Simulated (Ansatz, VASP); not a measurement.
# GaN in VASP and in Ansatz

```xyz
6
Lattice="2.7727 0.0000 0.0000 -1.3863 2.4012 0.0000 0.0000 0.0000 7.1233" Properties=species:S:1:pos:R:3 pbc="T T T"
Ga    0.0000    1.6008    5.8019
Ga    0.0000    0.0000    3.5616
Ga    1.3863    0.8004    1.3214
N     0.0000    0.0000    0.0000
N     1.3863    0.8004    4.6712
N     0.0000    1.6008    2.4521
```

Alike in both runs: task relaxation of cell and atoms; functional PBE; k mesh 6 × 6 × 4; occupations gaussian, width 0.1 eV; no spin polarisation.

|  | VASP | Ansatz |
| --- | --- | --- |
| version | VASP 6.6.1 | Ansatz 0.2.0 |
| potentials or method | VASP PAW PBE potentials, release 64 (Ga_d, N), cutoff 600 eV | scalar-relativistic, plane waves, PAW |
| valence electrons in the cell | 54 | 54 |

VASP gave:

| Property | Result |
| --- | --- |
| gap on the k mesh at the Fermi level, each at its own relaxed structure (eV) | 0.36 |
| relaxed volume (Å³/atom) | 9.76 |
| relaxed cell length with the largest relative difference (Å) | 7.406 |

Estimate Ansatz's values.

gap on the k mesh at the Fermi level, each at its own relaxed structure (eV): 0.40; relaxed volume (Å³/atom): 9.72; relaxed cell length with the largest relative difference (Å): 7.392.

The k mesh is coarse, so the values compare programs but aren't converged. Noted on VASP's run: the volume moved by over 15 % at a fixed basis, so the end points are rough.
